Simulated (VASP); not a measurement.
# C: single point with PBEsol

The system is C.

```
C
1.0
     1.24400   -2.13627    0.00000
     1.21210    2.11785    0.00000
     0.00000    0.00000    7.17327
C
4
Direct
  0.08338 0.91662 0.75314
  0.58338 0.41662 0.24686
  0.91662 0.08338 0.24686
  0.41662 0.58338 0.75314
```

* Program: VASP 6.6.1
* Task: single point
* Functional: PBEsol
* Potentials or basis: VASP PAW PBE potentials, release 64 (C)
* Cutoff: 520 eV
* k mesh: 16 × 16 × 5
* Occupations: fermi-dirac, width 0.05 eV
* Spin: no spin polarisation

```yaml
Pressure: 1.7 GPa
Largest_force: 0.201 eV/Å
```

Forces on the atoms (eV/Å):
```
C   -0.201  0.011 -0.005
C   -0.201  0.011  0.005
C    0.201 -0.011  0.005
C    0.201 -0.011 -0.005
```

Stress tensor (GPa, compression positive):
```
2.48 6.53 0.00
6.53 2.25 0.00
0.00 0.00 0.28
```

It took 100 s on 1 thread of Intel(R) Xeon(R) 6975P-C (Granite Rapids), with other jobs on the host, peak memory 0.27 GiB.

Caveat: this functional lacks dispersion, which binds the layers, so the pressure and a relaxed spacing across them are unreliable; the PAW data sets were made with another functional, which shifts forces and pressure a little.
